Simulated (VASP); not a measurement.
# As2CO3 (P-4m2) in VASP: further runs

The runs below take As2CO3 through single point, relaxation of cell and atoms, with PBE.

All numbers are computed with VASP 6.6.1; they aren't measurements. Logs are shortened: lines on timing, memory, paths and dates and some standing lists are left out, and cuts for length are marked.

## 1. The cell of the first run

It takes space group P-4m2 (No. 115, tetragonal). Conventional cell: a = 3.066 Å, b = 3.066 Å, c = 6.656 Å, α = 90.00°, β = 90.00°, γ = 90.00°. As (site symmetry 2mm) has 7 O at 2.22 to 2.44 Å and 2 C at 2.44 Å within 2.9 Å. Within 3.1 Å of C (site symmetry -4m2) lie 8 O at 2.17 to 2.96 Å and 4 As at 2.44 Å and 4 C at 3.07 Å. Within 3.1 Å of O (site symmetry -4m2) lie 4 C at 2.17 Å and 4 As at 2.44 Å and 8 O at 2.96 to 3.07 Å. O (site symmetry 2mm) has 5 As at 2.22 to 2.26 Å and 10 O at 2.69 to 3.07 Å and 2 C at 2.96 Å within 3.1 Å.

The cell was generated, and may not be a known phase.

## 2. Single point, PBE

Contents of INCAR:

```
SYSTEM = As2CO3
PREC     = Accurate       ! precision mode
ENCUT    = 520            ! plane-wave cutoff, eV
EDIFF    = 1E-7           ! SCF threshold, eV
ISMEAR   = 0              ! smearing method
SIGMA    = 0.1            ! smearing width, eV
LREAL    = .False.        ! projectors in reciprocal space
LASPH    = .True.         ! aspherical terms in the spheres
NELM     = 100            ! most SCF steps
ALGO     = Fast           ! electronic algorithm
ISIF     = 2              ! what is computed and relaxed
LWAVE    = .False.        ! write WAVECAR
LCHARG   = .False.        ! write CHGCAR
GGA      = PE             ! functional
NBANDS   = 25             ! bands
```

Contents of KPOINTS:

```
Automatic mesh
0
Gamma
  12 12 6
  0 0 0
```

Contents of POSCAR:

```
As2CO3
1.0
    3.0657680996      0.0000000000      0.0000000000
    0.0000000000      3.0657680996      0.0000000000
    0.0000000000      0.0000000000      6.6564228835
As C O
2 1 3
Direct
    0.0000000000      0.5000000000      0.7144716996
    0.5000000000      0.0000000000      0.2855283004
    0.0000000000      0.0000000000      0.0000000000
    0.5000000000      0.5000000000      0.0000000000
    0.0000000000      0.5000000000      0.3808777893
    0.5000000000      0.0000000000      0.6191222107
```

Potentials or basis: VASP PAW PBE potentials, release 64 (As, C, O).

Run with:

```console
$ cat potpaw_PBE.64/As/POTCAR potpaw_PBE.64/C/POTCAR potpaw_PBE.64/O/POTCAR > POTCAR
$ mpirun -np 1 vasp_std > vasp.out
```

OUTCAR:

```text
SYSTEM = As2CO3
   PREC = Accurate
   ENCUT = 520
   EDIFF = 1E-7
   ISMEAR = 0
   LREAL = .False.
   LASPH = .True.
   NELM = 100
   ISIF = 2
   GGA = PE

 ion  position               nearest neighbor table
   1  0.000  0.500  0.714-   5 2.22   6 2.26   6 2.26   6 2.26   6 2.26   3 2.44   4 2.44   4 2.44
                             3 2.44
   2  0.500  0.000  0.286-   6 2.22   5 2.26   5 2.26   5 2.26   5 2.26   3 2.44   3 2.44   4 2.44
                             4 2.44
   3  0.000  0.000  0.000-   1 2.44   2 2.44   1 2.44   2 2.44
   4  0.500  0.500  0.000-   1 2.44   2 2.44   2 2.44   1 2.44
   5  0.000  0.500  0.381-   1 2.22   2 2.26   2 2.26   2 2.26   2 2.26
   6  0.500  0.000  0.619-   2 2.22   1 2.26   1 2.26   1 2.26   1 2.26

  LATTYP: Found a simple tetragonal cell.
 ALAT       =     3.0657680996
 C/A-ratio  =     2.1712088675

  Lattice vectors:

 A1 = (   3.0657680996,   0.0000000000,   0.0000000000)
 A2 = (   0.0000000000,   3.0657680996,   0.0000000000)
 A3 = (   0.0000000000,   0.0000000000,   6.6564228835)

Analysis of symmetry for initial positions (statically):
=====================================================================
 Subroutine PRICEL returns:
 Original cell was already a primitive cell.

 Routine SETGRP: Setting up the symmetry group for a
 simple tetragonal supercell.

 Subroutine GETGRP returns: Found  8 space group operations
 (whereof  8 operations were pure point group operations)
 out of a pool of 16 trial point group operations.

The static configuration has the point symmetry D_2d.

Analysis of symmetry for dynamics (positions and initial velocities):
=====================================================================
 Subroutine PRICEL returns:
 Original cell was already a primitive cell.

 Routine SETGRP: Setting up the symmetry group for a
 simple tetragonal supercell.

 Subroutine GETGRP returns: Found  8 space group operations
 (whereof  8 operations were pure point group operations)
 out of a pool of 16 trial point group operations.

The dynamic configuration has the point symmetry D_2d.

 Subroutine INISYM returns: Found  8 space group operations
 (whereof  8 operations are pure point group operations),
 and found     1 'primitive' translations

----------------------------------------------------------------------------------------

                                     Primitive cell

  volume of cell :      62.5633

  direct lattice vectors                    reciprocal lattice vectors
     3.065768100  0.000000000  0.000000000     0.326182532  0.000000000  0.000000000
     0.000000000  3.065768100  0.000000000     0.000000000  0.326182532  0.000000000
     0.000000000  0.000000000  6.656422884     0.000000000  0.000000000  0.150230840

  length of vectors
     3.065768100  3.065768100  6.656422884     0.326182532  0.326182532  0.150230840

  position of ions in fractional coordinates (direct lattice)
     0.000000000  0.500000000  0.714471700
     0.500000000  0.000000000  0.285528300
     0.000000000  0.000000000  0.000000000
     0.500000000  0.500000000  0.000000000
     0.000000000  0.500000000  0.380877789
     0.500000000  0.000000000  0.619122211

  ion indices of the primitive-cell ions
   primitive index   ion index
                 1           1
                 2           2
                 3           3
                 4           4
                 5           5
                 6           6

----------------------------------------------------------------------------------------

 KPOINTS: Automatic mesh

Automatic generation of k-mesh.
 Grid dimensions read from file:
 generate k-points for:   12   12    6

 Generating k-lattice:

  Cartesian coordinates                     Fractional coordinates (reciprocal lattice)
     0.027181878  0.000000000  0.000000000     0.083333333  0.000000000  0.000000000
     0.000000000  0.027181878  0.000000000     0.000000000  0.083333333  0.000000000
     0.000000000  0.000000000  0.025038473     0.000000000  0.000000000  0.166666667

  Length of vectors
     0.027181878  0.027181878  0.025038473

  Shift w.r.t. Gamma in fractional coordinates (k-lattice)
     0.000000000  0.000000000  0.000000000

 Subroutine IBZKPT returns following result:
 ===========================================

 Found    112 irreducible k-points:

 Following reciprocal coordinates:
            Coordinates               Weight
  0.000000  0.000000  0.000000      1.000000
  0.083333  0.000000  0.000000      4.000000
  0.166667  0.000000  0.000000      4.000000
  0.250000  0.000000  0.000000      4.000000
  0.333333  0.000000  0.000000      4.000000
  0.416667  0.000000  0.000000      4.000000
[... 16 lines left out ...]
  0.333333  0.333333  0.000000      4.000000
  0.416667  0.333333  0.000000      8.000000
 [... further k-points ...]
   k-points           NKPTS =    112   k-points in BZ     NKDIM =    112   number of bands    NBANDS=     25
[... 32 lines left out ...]
   ISMEAR =     0;   SIGMA  =   0.10  broadening in eV -4-tet -1-fermi 0-gaus
   EFERMI_NEDOS =   21; number of points for ismear=-14 and -15
   IALGO  =     68    algorithm
   IMIX   =      4    mixing-type and parameters
     AMIX     =   0.40;   BMIX     =  1.00
     AMIX_MAG =   1.60;   BMIX_MAG =  1.00
  volume/ion in A,a.u.               =      10.43        70.37
  Fermi-wavevector in a.u.,A,eV,Ry     =   1.309237  2.474099 23.321773  1.714102
  Thomas-Fermi vector in A             =   2.439850
   LORBIT       =      0    0 simple, 1 ext, 2 COOP (PROOUT), +10 PAW based schemes
   GGA     = PE    functional components
   LHFCALC =     F    Hartree Fock is set to
   AEXX    =    0.0000 exact exchange contribution
   IVDW    =     0    specifies the selected vdW correction
   LEPSILON=     F    determine dielectric tensor
   LRPA    =     F    only Hartree local field effects (RPA)
 non-spin polarized calculation
 RMM-DIIS sequential band-by-band and
 Gauss-broadening in eV      SIGMA  =   0.10
  energy-cutoff  :      520.00
  volume of cell :       62.56
 maximum number of plane-waves:      1712
 NGX is ok and might be reduce to    24
   NGX = 11   NGY = 11   NGZ = 25

 number of electron      32.0000005 magnetization

 Free energy of the ion-electron system (eV)
  ---------------------------------------------------
  ext. energy  EPLUGINS =         0.00000000
  ---------------------------------------------------
  free energy    TOTEN  =       -30.60068377 eV

  energy without entropy =      -30.59600754  energy(sigma->0) =      -30.59834566

 E-fermi :   6.6129     XC(G=0): -11.7218

 val. band max:        6.6116654081   @ k =   0.4167   0.0833   0.5000
 cond. band min:       6.6260158377   @ k =   0.0000   0.0000   0.5000
 fundamental gap:      0.0143504295
 Fermi energy:         6.6128705240

 k-point     1 :       0.0000    0.0000    0.0000
  band No.  band energies     occupation
      1     -14.1946      2.00000
      2     -12.4634      2.00000
      3     -12.1326      2.00000
      4      -5.0350      2.00000
      5      -3.5497      2.00000
      6      -0.0133      2.00000
[... 17 lines left out ...]
     24      12.8867      0.00000
     25      13.4405      0.00000

 k-point     2 :       0.0833    0.0000    0.0000
  band No.  band energies     occupation
      1     -14.1274      2.00000
      2     -12.4236      2.00000
      3     -12.1014      2.00000
      4      -5.1067      2.00000
      5      -3.6656      2.00000
      6      -0.4069      2.00000
[... 17 lines left out ...]
     24      12.7502      0.00000
     25      14.2053      0.00000

 k-point     3 :       0.1667    0.0000    0.0000
  band No.  band energies     occupation
      1     -13.9301      2.00000
      2     -12.3117      2.00000
      3     -12.0211      2.00000
      4      -5.3263      2.00000
      5      -3.9762      2.00000
      6      -1.2358      2.00000
[... 552 lines left out ...]
 k-point    23 :       0.3333    0.3333    0.0000
  band No.  band energies     occupation
      1     -12.4652      2.00000
      2     -11.7091      2.00000
      3     -11.6052      2.00000
      4      -4.8119      2.00000
      5      -4.6934      2.00000
      6      -2.5459      2.00000
[... 17 lines left out ...]
     24      12.1198      0.00000
     25      17.6597      0.00000

 k-point    24 :       0.4167    0.3333    0.0000
  band No.  band energies     occupation
      1     -12.1630      2.00000
      2     -11.7504      2.00000
      3     -11.5053      2.00000
      4      -4.8012      2.00000
      5      -4.2937      2.00000
      6      -2.6054      2.00000
[... 17 lines left out ...]
     24      12.0133      0.00000
     25      17.6546      0.00000

 [... further k-points ...]

------------------------ aborting loop because EDIFF is reached ----------------------------------------

  FORCE on cell =-STRESS in cart. coord.  units (eV):
  Direction    XX          YY          ZZ          XY          YZ          ZX
  --------------------------------------------------------------------------------------
  -------------------------------------------------------------------------------------
  Total       -0.0720782     -0.0720782     -0.0267916      0.0000000     -0.0000000      0.0000000
  in kB       -1.8458441     -1.8458441     -0.6861049      0.0000000     -0.0000000      0.0000000
  external PRESSURE =      -1.4592644 kB  Pullay stress =       0.0000000 kB

 VOLUME and BASIS-vectors are now :
 -----------------------------------------------------------------------------
  energy-cutoff  :      520.00
  volume of cell :       62.56
      direct lattice vectors                 reciprocal lattice vectors
     3.065768100  0.000000000  0.000000000     0.326182532  0.000000000  0.000000000
     0.000000000  3.065768100  0.000000000     0.000000000  0.326182532  0.000000000
     0.000000000  0.000000000  6.656422884     0.000000000  0.000000000  0.150230840

 POSITION                                       TOTAL-FORCE (eV/Angst)
 -----------------------------------------------------------------------------------
      0.00000      1.53288      4.75583        -0.000000      0.000000      0.007751
      1.53288      0.00000      1.90060        -0.000000      0.000000     -0.007751
      0.00000      0.00000      0.00000        -0.000000      0.000000      0.000000
      1.53288      1.53288      0.00000        -0.000000     -0.000000      0.000000
      0.00000      1.53288      2.53528        -0.000000      0.000000     -0.003093
      1.53288      0.00000      4.12114         0.000000      0.000000      0.003093
 -----------------------------------------------------------------------------------
    total drift:                                0.000000     -0.000000     -0.000000

  FREE ENERGIE OF THE ION-ELECTRON SYSTEM (eV)
  ---------------------------------------------------
  free  energy   TOTEN  =       -30.6006837723 eV

  energy  without entropy=      -30.5960075386  energy(sigma->0) =      -30.59834566
```

Run time: 4.1 min. Hardware: 1 thread of Oxide Virtual Turin-like, shared host; peak memory 0.25 GiB.

Results:

```
Free energy            : -30.6007 eV
Pressure               : -0.1 GPa
Largest force          : 0.008 eV/Å
Band gap on the k mesh : zero (bands 16 and 17 overlap by 0.01 eV)
```

Forces in eV/Å, atoms in the order of the input:
```
As   0.000  0.000  0.008
As   0.000  0.000 -0.008
C    0.000  0.000  0.000
O    0.000  0.000  0.000
O    0.000  0.000 -0.003
O    0.000  0.000  0.003
```

## 3. Relaxation of cell and atoms, PBE

This run uses another cell than the first one, of 13.58 Å³/atom.

Contents of INCAR:

```
SYSTEM = As2CO3
ALGO = Normal
EDIFF = 1E-7
EDIFFG = -0.04
ENCUT = 600
GGA = PE
IBRION = 2
ISIF = 3
ISMEAR = 0
LASPH = .TRUE.
LCHARG = .FALSE.
LREAL = .FALSE.
LWAVE = .FALSE.
NELM = 60
NSW = 90
PREC = Accurate
SIGMA = 0.1
```

Contents of KPOINTS:

```
k-points
0
G
  6 6 4
  0 0 0
```

Contents of POSCAR:

```
As2CO3
1.0
    3.3375239000      0.0000000000      0.0000000000
    0.0000000000      3.3375239000      0.0000000000
    0.0000000000      0.0000000000      7.3146204300
As C O
2 1 3
Direct
    0.0000000000      0.5000000000      0.7340000300
    0.5000000000      0.0000000000      0.2659999700
    0.0000000000      0.0000000000      0.0000000000
    0.5000000000      0.5000000000      0.0000000000
    0.0000000000      0.5000000000      0.3820000000
    0.5000000000      0.0000000000      0.6180000000
```

Potentials or basis: VASP PAW PBE potentials, release 64 (As, C, O).

Run with:

```console
$ cat potpaw_PBE.64/As/POTCAR potpaw_PBE.64/C/POTCAR potpaw_PBE.64/O/POTCAR > POTCAR
$ mpirun -np 1 vasp_std > vasp.out
```

It took 12 min on 1 thread of Oxide Virtual Turin-like, shared host; peak memory 0.22 GiB.

The run converged. Its results:

```
Free energy                           : -30.6221 eV
Relaxed volume                        : 10.43 Å³/atom
Relaxed cell                          : a = 3.059 Å, b = 3.059 Å, c = 6.683 Å, α = 90.00°, β = 90.00°, γ = 90.00°
Space group after relaxing (to 0.1 Å) : P-4m2 (No. 115)
Energy gained by relaxing             : 358.6 meV/atom
Ionic steps                           : 10
Pressure after relaxing               : 0.0 GPa
Largest force after relaxing          : 0.036 eV/Å
Band gap on the k mesh                : 0.05 eV (least direct gap 0.33 eV)
```

Forces in eV/Å, atoms in the order of the input:
```
As   0.000  0.000  0.036
As   0.000  0.000 -0.036
C    0.000  0.000  0.000
O    0.000  0.000  0.000
O    0.000  0.000  0.010
O    0.000  0.000 -0.010
```

Stress tensor (GPa, compression positive):
```
 0.22  0.00  0.00
 0.00  0.22  0.00
 0.00  0.00 -0.38
```

Step by step:
| step | energy change (eV) | largest force (eV/Å) | pressure (GPa) | volume (Å³) |
| --- | --- | --- | --- | --- |
| 1 | 0.0000 | 1.2077 | -24.80 | 81.48 |
| 2 | -2.0137 | 0.5263 | 9.01 | 59.12 |
| 3 | -2.0800 | 0.7565 | 0.98 | 61.70 |
| 4 | -2.1286 | 0.3480 | 1.05 | 61.90 |
| 5 | -2.1360 | 0.2385 | 1.08 | 62.02 |
| 6 | -2.1361 | 0.2218 | 1.08 | 62.01 |
| 7 | -2.1420 | 0.1869 | -0.75 | 62.71 |
| 8 | -2.1422 | 0.1813 | -1.06 | 62.83 |
| 9 | -2.1476 | 0.1245 | -0.72 | 62.73 |
| 10 | -2.1516 | 0.0365 | 0.02 | 62.55 |

Final structure:
```
As C O
1.0
     3.05930    0.00000    0.00000
     0.00000    3.05930    0.00000
     0.00000    0.00000    6.68327
As C O
2 1 3
Cartesian
  0.0000 1.5297 4.7718
  1.5297 0.0000 1.9114
  0.0000 0.0000 0.0000
  1.5297 1.5297 0.0000
  0.0000 1.5297 2.5451
  1.5297 0.0000 4.1382
```

Levels at points of the mesh, in eV from the valence-band top:
```tsv
k point	band 12	band 13	band 14	band 15	band 16	band 17	band 18	band 19	band 20
(0.00, 0.00, 0.00)	-4.08	-3.68	-3.68	-1.17	-0.25	2.78	2.78	4.03	4.91
(0.50, 0.00, 0.00)	-3.44	-2.92	-1.84	-1.11	-0.37	0.12	0.52	1.36	2.39
(0.50, 0.50, 0.00)	-6.77	-3.03	-2.78	-2.78	-1.14	2.59	2.59	3.15	4.11
(0.00, 0.00, 0.50)	-3.27	-3.27	-2.60	-1.23	0.00	2.39	2.79	2.79	4.95
(0.50, 0.00, 0.50)	-3.00	-2.26	-2.12	-1.24	-0.27	0.05	0.22	1.18	2.27
(0.50, 0.50, 0.50)	-5.51	-3.71	-3.71	-3.68	-1.83	2.89	2.89	3.23	3.87
```

Caveat: the volume moved by over 15 % at a fixed basis, so the end points are rough; semilocal functionals underestimate gaps, and a narrow one can read as zero. A k mesh can miss the band edges.

## 4. Relaxation of cell and atoms, PBE

Contents of INCAR:

```
SYSTEM = As2CO3
  ALGO = Fast
  EDIFF = 1E-7
  EDIFFG = -0.01
  ENCUT = 600
  GGA = PE
  IBRION = 2
  ISIF = 3
  ISMEAR = 0
  LASPH = .TRUE.
  LCHARG = .FALSE.
  LREAL = .FALSE.
  LWAVE = .FALSE.
  NELM = 60
  NSW = 100
  PREC = Accurate
  SIGMA = 0.1
```

Contents of KPOINTS:

```
k-points
0
G
  12 12 6
  0 0 0
```

Contents of POSCAR:

```
As2CO3
1.0
    3.0656869904      0.0000000000      0.0000000000
    0.0000000000      3.0656869904      0.0000000000
    0.0000000000      0.0000000000      6.6661735256
As C O
2 1 3
Direct
    0.0000000000      0.5000000000      0.7140898760
    0.5000000000      0.0000000000      0.2859101240
    0.0000000000      0.0000000000      0.0000000000
    0.5000000000      0.5000000000      0.0000000000
    0.0000000000      0.5000000000      0.3810836722
    0.5000000000      0.0000000000      0.6189163278
```

Run with:

```console
$ cat potpaw_PBE.64/As/POTCAR potpaw_PBE.64/C/POTCAR potpaw_PBE.64/O/POTCAR > POTCAR
$ mpirun -np 1 vasp_std > vasp.out
```

It took 14 min on 1 thread of Oxide Virtual Turin-like, shared host; peak memory 0.28 GiB.

Results (log left out):

- Free energy: -30.6063 eV
- Relaxed volume: 10.41 Å³/atom
- Relaxed cell: a = 3.063 Å, b = 3.063 Å, c = 6.655 Å, α = 90.00°, β = 90.00°, γ = 90.00°
- Space group after relaxing (to 0.1 Å): P-4m2 (No. 115)
- Energy gained by relaxing: 0.1 meV/atom
- Ionic steps: 7
- Pressure after relaxing: 0.0 GPa
- Largest force after relaxing: 0.009 eV/Å
- Band gap on the k mesh: zero (bands 16 and 17 overlap by 0.01 eV)

Forces in eV/Å, atoms in the order of the input:
```
As   0.000  0.000 -0.001
As   0.000  0.000  0.001
C    0.000  0.000  0.000
O    0.000  0.000  0.000
O    0.000  0.000 -0.009
O    0.000  0.000  0.009
```

Step by step:
```tsv
step	energy change (eV)	largest force (eV/Å)	pressure (GPa)	volume (Å³)
1	0.0000	0.0310	-0.46	62.65
2	-0.0003	0.0293	0.24	62.38
3	-0.0003	0.0298	0.06	62.45
4	-0.0004	0.0130	0.01	62.45
5	-0.0004	0.0151	-0.01	62.45
6	-0.0004	0.0153	-0.01	62.45
7	-0.0004	0.0089	0.00	62.44
```

Final structure:
```xyz
6
Lattice="3.0632 0.0000 0.0000 0.0000 3.0632 0.0000 0.0000 0.0000 6.6547" Properties=species:S:1:pos:R:3 pbc="T T T"
As    0.0000    1.5316    4.7559
As    1.5316    0.0000    1.8988
C     0.0000    0.0000    0.0000
O     1.5316    1.5316    0.0000
O     0.0000    1.5316    2.5342
O     1.5316    0.0000    4.1205
```

Levels at points of the mesh, in eV from the Fermi level:
```
           k point  band 13  band 14  band 15  band 16  band 17  band 18  band 19  band 20
(0.00, 0.00, 0.00)    -3.61    -3.61    -1.15    -0.23     2.75     2.75     4.13     4.74
(0.50, 0.00, 0.00)    -2.92    -1.83    -1.13    -0.34     0.10     0.55     1.42     2.46
(0.50, 0.50, 0.00)    -3.00    -2.71    -2.71    -1.12     2.64     2.64     3.20     4.06
(0.00, 0.00, 0.50)    -3.21    -2.54    -1.19     0.01     2.52     2.76     2.76     4.98
(0.50, 0.00, 0.50)    -2.22    -2.09    -1.25    -0.24     0.03     0.25     1.23     2.34
(0.50, 0.50, 0.50)    -3.67    -3.67    -3.67    -1.83     2.92     2.92     3.26     3.92
```

## 5. Overview

| task | cell | k mesh | cutoff (eV) | gap on the mesh (eV) | pressure (GPa) | relaxed volume (Å³/atom) | largest force (eV/Å) |
| --- | --- | --- | --- | --- | --- | --- | --- |
| single point | a = 3.066, b = 3.066, c = 6.656 Å, 6 atoms, atomic positions A | 12 × 12 × 6 | 520 | none | -0.1 | - | 0.01 |
| relaxation of cell and atoms | relaxed from a = 3.338, b = 3.338, c = 7.315 Å, 6 atoms, atomic positions B | 6 × 6 × 4 | 600 | 0.05 | 0.0 | 10.43 | 0.04 |
| relaxation of cell and atoms | relaxed from a = 3.066, b = 3.066, c = 6.666 Å, 6 atoms, atomic positions C | 12 × 12 × 6 | 600 | none | 0.0 | 10.41 | 0.01 |

Alike in all rows: level PBE; potentials or basis VASP PAW PBE potentials, release 64 (As, C, O); no spin polarisation; smearing gaussian 0.1 eV.

Caveats: the volume moved by over 15 % at a fixed basis, so the end points are rough (at least some runs); semilocal functionals underestimate gaps, and a narrow one can read as zero (at least some runs).

Absolute energies hang on the potentials; compare differences alone.
